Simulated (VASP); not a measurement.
# C (P6_3/mmc) in VASP: notebook, part 2 of 2

VASP 6.6.1. The steps go on from the part before.

**3. Single point, LDA (atoms displaced along a vibrational mode, the cell strained)**

The input, INCAR:

```
  ALGO = Normal
  EDIFF = 1E-6
  ENCUT = 1300
  GGA = CA
  GGA_COMPAT = F
  ISIF = 2
  ISMEAR = 0
  LASPH = T
  LCHARG = F
  LREAL = F
  LWAVE = F
  NBANDS = 26
  NELM = 120
  PREC = Accurate
  SIGMA = 0.05
```

The input, KPOINTS:

```
k-points
0
Gamma
  12 12 4
```

The input, POSCAR:

```
C
1.0
    2.4314921993      0.0000000000      0.0000000000
   -1.2157460996      2.1057340137      0.0000000000
    0.0000000000      0.0000000000      8.5978723127
C
8
Direct
    0.0000000000      0.0000000000      0.0958582779
    0.0000000000      0.0000000000      0.5958582779
    0.0000000000      0.0000000000      0.4041417221
    0.0000000000      0.0000000000      0.9041417221
    0.3333333333      0.6666666667      0.1532727096
    0.6666666667      0.3333333333      0.6532727096
    0.3333333333      0.6666666667      0.3467272904
    0.6666666667      0.3333333333      0.8467272904
```

Potentials or basis: VASP PAW LDA potentials, release 64 (C_h).

Run with:

```bash
$ cat potpaw_LDA.64/C_h/POTCAR > POTCAR
$ mpirun -np 1 vasp_std > vasp.out
```

OUTCAR:

```text
EDIFF = 1E-6
   ENCUT = 1300
   GGA = CA
   ISIF = 2
   ISMEAR = 0
   LASPH = T
   LREAL = F
   NELM = 120
   PREC = Accurate

 ion  position               nearest neighbor table
   1  0.000  0.000  0.096-   5 1.49   5 1.49   5 1.49
   2  0.000  0.000  0.596-   6 1.49   6 1.49   6 1.49
   3  0.000  0.000  0.404-   7 1.49   7 1.49   7 1.49
   4  0.000  0.000  0.904-   8 1.49   8 1.49   8 1.49
   5  0.333  0.667  0.153-   1 1.49   1 1.49   1 1.49
   6  0.667  0.333  0.653-   2 1.49   2 1.49   2 1.49
   7  0.333  0.667  0.347-   3 1.49   3 1.49   3 1.49
   8  0.667  0.333  0.847-   4 1.49   4 1.49   4 1.49

  LATTYP: Found a hexagonal cell.
 ALAT       =     2.4314921993
 C/A-ratio  =     3.5360476645

  Lattice vectors:

 A1 = (   2.4314921993,   0.0000000000,   0.0000000000)
 A2 = (  -1.2157460996,   2.1057340137,   0.0000000000)
 A3 = (   0.0000000000,   0.0000000000,   8.5978723127)

Analysis of symmetry for initial positions (statically):
=====================================================================
 Subroutine PRICEL returns:
 Original cell was already a primitive cell.

 Routine SETGRP: Setting up the symmetry group for a
 hexagonal supercell.

 Subroutine GETGRP returns: Found 24 space group operations
 (whereof 12 operations were pure point group operations)
 out of a pool of 24 trial point group operations.

The static configuration has the point symmetry D_3d.
 The point group associated with its full space group is D_6h.

Analysis of symmetry for dynamics (positions and initial velocities):
=====================================================================
 Subroutine PRICEL returns:
 Original cell was already a primitive cell.

 Routine SETGRP: Setting up the symmetry group for a
 hexagonal supercell.

 Subroutine GETGRP returns: Found 24 space group operations
 (whereof 12 operations were pure point group operations)
 out of a pool of 24 trial point group operations.

The dynamic configuration has the point symmetry D_3d.
 The point group associated with its full space group is D_6h.

 Subroutine INISYM returns: Found 24 space group operations
 (whereof 12 operations are pure point group operations),
 and found     1 'primitive' translations

----------------------------------------------------------------------------------------

                                     Primitive cell

  volume of cell :      44.0218

  direct lattice vectors                    reciprocal lattice vectors
     2.431492199  0.000000000  0.000000000     0.411270084  0.237446893  0.000000000
    -1.215746100  2.105734014  0.000000000     0.000000000  0.474893787  0.000000000
     0.000000000  0.000000000  8.597872313     0.000000000  0.000000000  0.116307845

  length of vectors
     2.431492199  2.431492199  8.597872313     0.474893787  0.474893787  0.116307845

  position of ions in fractional coordinates (direct lattice)
     0.000000000  0.000000000  0.095858278
     0.000000000  0.000000000  0.595858278
     0.000000000  0.000000000  0.404141722
     0.000000000  0.000000000  0.904141722
     0.333333333  0.666666667  0.153272710
     0.666666667  0.333333333  0.653272710
     0.333333333  0.666666667  0.346727290
     0.666666667  0.333333333  0.846727290
[... 44 lines left out ...]
  0.333333 -0.000000  0.000000      6.000000
  0.416667 -0.000000  0.000000      6.000000
[... 16 lines left out ...]
  0.250000 -0.000000  0.250000     12.000000
  0.333333 -0.000000  0.250000     12.000000
 [... further k-points ...]
   k-points           NKPTS =     57   k-points in BZ     NKDIM =     57   number of bands    NBANDS=     26
   number of dos      NEDOS =    301   number of ions     NIONS =      8
   total plane-waves  NPLWV =  97200
   dimension x,y,z NGX =    30 NGY =   30 NGZ =  108
   dimension x,y,z NGXF=    60 NGYF=   60 NGZF=  216
   ions per type =               8
   NGX,Y,Z   is equivalent  to a cutoff of  20.51, 20.51, 20.88 a.u.
   NGXF,Y,Z  is equivalent  to a cutoff of  41.02, 41.02, 41.77 a.u.
 SYSTEM =  unknown system
   PREC   = accura    normal or accurate (medium, high low for compatibility)
   ISTART =      0    job   : 0-new  1-cont  2-samecut
   ICHARG =      2    charge: 1-file 2-atom 10-const
   ISPIN  =      1    spin polarized calculation?
   LNONCOLLINEAR =      F non collinear calculations
   LSORBIT =      F    spin-orbit coupling
   LASPH  =      T    aspherical Exc in radial PAW
   ENCUT  = 1300.0 eV  95.55 Ry    9.77 a.u.   7.15  7.15 25.28*2*pi/ulx,y,z
   NELM   =    120;   NELMIN=  2; NELMDL= -5     # of ELM steps
   EDIFF  = 0.1E-05   stopping-criterion for ELM
   LREAL  =      F    real-space projection
   EDIFFG = 0.1E-04   stopping-criterion for IOM
   NSW    =      0    number of steps for IOM
   IBRION =     -1    ionic relax: 0-MD 1-quasi-New 2-CG
   NFREE  =      0    steps in history (QN), initial steepest desc. (CG)
   ISIF   =      2    stress and relaxation
   ISYM   =      2    0-nonsym 1-usesym 2-fastsym
   POTIM  = 0.5000    time-step for ionic-motion
   TEBEG  =    0.0;   TEEND  =   0.0 temperature during run
   PSTRESS=    0.0 pullay stress
   NELECT =      32.0000    total number of electrons
   NUPDOWN=      -1.0000    fix difference up-down
   EMIN   =  10.00;   EMAX   =-10.00  energy-range for DOS
   EFERMI =   0.00;   METHOD = LEGACY
   ISMEAR =     0;   SIGMA  =   0.05  broadening in eV -4-tet -1-fermi 0-gaus
   EFERMI_NEDOS =   21; number of points for ismear=-14 and -15
   IALGO  =     38    algorithm
   IMIX   =      4    mixing-type and parameters
     AMIX     =   0.40;   BMIX     =  1.00
     AMIX_MAG =   1.60;   BMIX_MAG =  1.00
  volume/ion in A,a.u.               =       5.50        37.13
  Fermi-wavevector in a.u.,A,eV,Ry     =   1.471982  2.781642 29.480146  2.166730
  Thomas-Fermi vector in A             =   2.587052
   LORBIT       =      0    0 simple, 1 ext, 2 COOP (PROOUT), +10 PAW based schemes
   GGA     = CA    functional components
   LHFCALC =     F    Hartree Fock is set to
   AEXX    =    0.0000 exact exchange contribution
   IVDW    =     0    specifies the selected vdW correction
   LEPSILON=     F    determine dielectric tensor
   LRPA    =     F    only Hartree local field effects (RPA)
 non-spin polarized calculation
 Gauss-broadening in eV      SIGMA  =   0.05
  energy-cutoff  :     1300.00
  volume of cell :       44.02
 maximum number of plane-waves:      4724
 NGX is ok and might be reduce to    30
   NGX = 15   NGY = 15   NGZ = 51

 number of electron      32.0000000 magnetization

 Free energy of the ion-electron system (eV)
  ---------------------------------------------------
  ext. energy  EPLUGINS =         0.00000000
  ---------------------------------------------------
  free energy    TOTEN  =       -80.33264052 eV

  energy without entropy =      -80.33264052  energy(sigma->0) =      -80.33264052

 E-fermi :  12.0477     XC(G=0): -13.7908

 val. band max:       11.8490796495   @ k =   0.0000   0.0000   0.0000
 cond. band min:      14.4597066629   @ k =   0.0000   0.0000   0.0000
 fundamental gap:      2.6106270134
 Fermi energy:        12.0477416164

 k-point     1 :       0.0000    0.0000    0.0000
  band No.  band energies     occupation
      1     -10.4511      2.00000
      2      -8.9350      2.00000
      3      -8.8810      2.00000
      4      -5.6267      2.00000
      5      -2.0794      2.00000
      6       3.9706      2.00000
[... 685 lines left out ...]
     25      22.7424      0.00000
     26      23.0170      0.00000

 [... further k-points ...]

------------------------ aborting loop because EDIFF is reached ----------------------------------------

  FORCE on cell =-STRESS in cart. coord.  units (eV):
  Direction    XX          YY          ZZ          XY          YZ          ZX
  --------------------------------------------------------------------------------------
  -------------------------------------------------------------------------------------
  Total        9.5493539      9.5493539    -12.4873398      0.0000000      0.0000000      0.0000000
  in kB      347.5499154    347.5499154   -454.4782755      0.0000000      0.0000000      0.0000000
  external PRESSURE =      80.2071851 kB  Pullay stress =       0.0000000 kB

 VOLUME and BASIS-vectors are now :
 -----------------------------------------------------------------------------
  energy-cutoff  :     1300.00
  volume of cell :       44.02
      direct lattice vectors                 reciprocal lattice vectors
     2.431492199  0.000000000  0.000000000     0.411270084  0.237446893  0.000000000
    -1.215746100  2.105734014  0.000000000     0.000000000  0.474893787  0.000000000
     0.000000000  0.000000000  8.597872313     0.000000000  0.000000000  0.116307845

 POSITION                                       TOTAL-FORCE (eV/Angst)
 -----------------------------------------------------------------------------------
      0.00000      0.00000      0.82418         0.000000     -0.000000     -1.351615
      0.00000      0.00000      5.12311        -0.000000      0.000000     -1.351615
      0.00000      0.00000      3.47476         0.000000     -0.000000      1.351615
      0.00000      0.00000      7.77370        -0.000000      0.000000      1.351615
     -0.00000      1.40382      1.31782         0.000000      0.000000      1.162841
      1.21575      0.70191      5.61676         0.000000      0.000000      1.162841
     -0.00000      1.40382      2.98112        -0.000000      0.000000     -1.162841
      1.21575      0.70191      7.28005        -0.000000      0.000000     -1.162841
 -----------------------------------------------------------------------------------
    total drift:                                0.000000     -0.000000      0.000000

  FREE ENERGIE OF THE ION-ELECTRON SYSTEM (eV)
  ---------------------------------------------------
  free  energy   TOTEN  =       -80.3326405188 eV

  energy  without entropy=      -80.3326405187  energy(sigma->0) =      -80.33264052
```

Wall time 6 min (1 thread of AMD EPYC, shared host); peak memory 0.3 GiB.

Results:

- Free energy: -80.3326 eV
- Pressure: 8.0 GPa
- Largest force: 1.352 eV/Å
- Band gap on the k mesh: 2.61 eV

Forces in eV/Å, atoms in the order of the input:
```
C    0.000  0.000 -1.352
C    0.000  0.000 -1.352
C    0.000  0.000  1.352
C    0.000  0.000  1.352
C    0.000  0.000  1.163
C    0.000  0.000  1.163
C    0.000  0.000 -1.163
C    0.000  0.000 -1.163
```

Stress tensor (GPa, compression positive):
```
 34.75   0.00   0.00
  0.00  34.75   0.00
  0.00   0.00 -45.45
```

Levels at points of the mesh, in eV from the valence-band top:
| k point | band 13 | band 14 | band 15 | band 16 | band 17 | band 18 | band 19 | band 20 |
| --- | --- | --- | --- | --- | --- | --- | --- | --- |
| (0.00, 0.00, 0.00) | -1.92 | -0.75 | -0.75 | 0.00 | 2.61 | 6.00 | 6.00 | 7.27 |
| (0.50, 0.00, 0.00) | -5.51 | -5.12 | -4.07 | -3.91 | 4.10 | 4.93 | 5.18 | 5.94 |
| (0.00, 0.00, 0.50) | -1.16 | -1.16 | -1.16 | -1.16 | 5.54 | 5.54 | 6.51 | 6.51 |
| (0.50, 0.00, 0.50) | -4.89 | -4.89 | -4.55 | -4.55 | 5.28 | 5.28 | 5.86 | 5.86 |

Caveat: the cell differs from its parent crystal (atoms displaced along a vibrational mode, the cell strained); the stress differs along the axes, from -45 to 35 GPa; forces of over 1 eV/Å act on the atoms, so gaps and moduli don't describe the material at rest. A k mesh can miss the band edges.
